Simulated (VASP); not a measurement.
Here is a VASP 6.6.1 calculation.

The input INCAR:

```
SYSTEM = GeMo2
PREC = Accurate
ENCUT = 520
EDIFF = 1E-6
ISMEAR = 0
SIGMA = 0.1
LREAL = .False.
LASPH = .True.
NELM = 150
ALGO = Normal
ISIF = 2
LWAVE = .False.
LCHARG = .True.
ISPIN = 2
MAGMOM = 0 1 1
LORBIT = 11
LMAXMIX = 4
GGA = PE
LELF = .True.
LVHAR = .True.
NBANDS = 32
```

The input KPOINTS:

```
Automatic mesh
0
Gamma
  6 6 4
  0 0 0
```

File POSCAR:

```
GeMo2
1.0
    3.5589148576      0.0000000000      0.0000000000
    0.0000000000      3.5589148576      0.0000000000
    0.0000000000      0.0000000000      4.9486966510
Ge Mo
1 2
Direct
    0.5000000000      0.5000000000      0.0000000000
    0.0000000000      0.0000000000      0.5000000000
    0.5000000000      0.5000000000      0.5000000000
```

Potentials or basis: VASP PAW PBE potentials, release 64 (Ge_d, Mo_sv).

Launch:

```bash
$ cat potpaw_PBE.64/Ge_d/POTCAR potpaw_PBE.64/Mo_sv/POTCAR > POTCAR
$ mpirun -np 1 vasp_std > vasp.out
```

(1) Predict the pressure.

(2) Estimate the net moment.

(3) Estimate the band gap on the k mesh.

Answers

(1) 0.3 GPa.

(2) -0.01 μB per cell.

(3) zero (filled and empty bands overlap).
